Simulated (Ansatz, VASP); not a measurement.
In5GaP6 in VASP and in Ansatz

The input INCAR:

```
SYSTEM = In5GaP6
ALGO     = Normal         ! electronic algorithm
EDIFF    = 1E-7           ! SCF threshold, eV
ENCUT    = 520            ! plane-wave cutoff, eV
GGA      = PE             ! functional
ISIF     = 2              ! what is computed and relaxed
ISMEAR   = 0              ! smearing method
LASPH    = .True.         ! aspherical terms in the spheres
LCHARG   = .False.        ! write CHGCAR
LREAL    = .False.        ! projectors in reciprocal space
LWAVE    = .False.        ! write WAVECAR
NBANDS   = 66             ! bands
NELM     = 100            ! most SCF steps
PREC     = Accurate       ! precision mode
SIGMA    = 0.1            ! smearing width, eV
```

KPOINTS

```
k-points
0
Gamma
  4 4 1
  0 0 0
```

POSCAR

```
In5GaP6
1.0
    3.9740944100      0.0000000000      0.0000000000
    0.0000000000      3.9740944100      0.0000000000
    0.0000000000      0.0000000000     16.8606546400
In Ga P
5 1 6
Direct
    0.0000000000      0.0000000000      0.6666666700
    0.5000000000      0.5000000000      0.8333333300
    0.5000000000      0.5000000000      0.1666666700
    0.0000000000      0.0000000000      0.3333333300
    0.5000000000      0.5000000000      0.5000000000
    0.0000000000      0.0000000000      0.0000000000
    0.0000000000      0.0000000000      0.8333333300
    0.5000000000      0.5000000000      0.0000000000
    0.0000000000      0.0000000000      0.1666666700
    0.5000000000      0.5000000000      0.3333333300
    0.0000000000      0.0000000000      0.5000000000
    0.5000000000      0.5000000000      0.6666666700
```

Input for Ansatz:

```yaml
crystal:
  lattice:
    - [3.97409441, 0.0, 0.0]
    - [0.0, 3.97409441, 0.0]
    - [0.0, 0.0, 16.86065464]
  atoms:
    - { symbol: In, position: [0.0, 0.0, 0.66666667] }
    - { symbol: In, position: [0.5, 0.5, 0.83333333] }
    - { symbol: In, position: [0.5, 0.5, 0.16666667] }
    - { symbol: In, position: [0.0, 0.0, 0.33333333] }
    - { symbol: In, position: [0.5, 0.5, 0.5] }
    - { symbol: Ga, position: [0.0, 0.0, 0.0] }
    - { symbol: P, position: [0.0, 0.0, 0.83333333] }
    - { symbol: P, position: [0.5, 0.5, 0.0] }
    - { symbol: P, position: [0.0, 0.0, 0.16666667] }
    - { symbol: P, position: [0.5, 0.5, 0.33333333] }
    - { symbol: P, position: [0.0, 0.0, 0.5] }
    - { symbol: P, position: [0.5, 0.5, 0.66666667] }
basis:
  ecutwfc: 420
kpoints:
  mp_grid: { grid: [4, 4, 1] }
hamiltonian:
  xc: pbe
scf:
  occupations: { method: gaussian, width: 0.1 }
  lower_state_search: "off"
output:
  forces: true
  stress: true
  eigenvalues: true
```

Alike in both runs: task single point; functional PBE; k mesh 4 × 4 × 1; occupations gaussian, width 0.1 eV; no spin polarisation.

|  | VASP | Ansatz |
| --- | --- | --- |
| version | VASP 6.6.1 | Ansatz 0.2.0 |
| potentials or method | VASP PAW PBE potentials, release 64 (In_d, Ga_d, P), cutoff 520 eV | scalar-relativistic, plane waves, PAW |
| valence electrons in the cell | 108 | 108 |

Ansatz gave:

```
gap on the k mesh at the Fermi level (eV)                     : none
pressure (GPa)                                                : -4.2
traceless stress, the component that is largest in VASP (GPa) : -2.03
rms of the force components (eV/Å)                            : 0.077
```

Q: Which values does VASP return?

A: gap on the k mesh at the Fermi level (eV): none; pressure (GPa): -4.2; traceless stress, the component that is largest in VASP (GPa): -2.03; rms of the force components (eV/Å): 0.076.

Atom by atom the forces differ by 0.000 eV/Å (rms over components). A gap of «none» marks a metal or a gap that the smearing closes. With one functional, cell and mesh, what is left measures potentials, basis and numerics.

The k mesh is coarse, so the values compare programs but aren't converged.
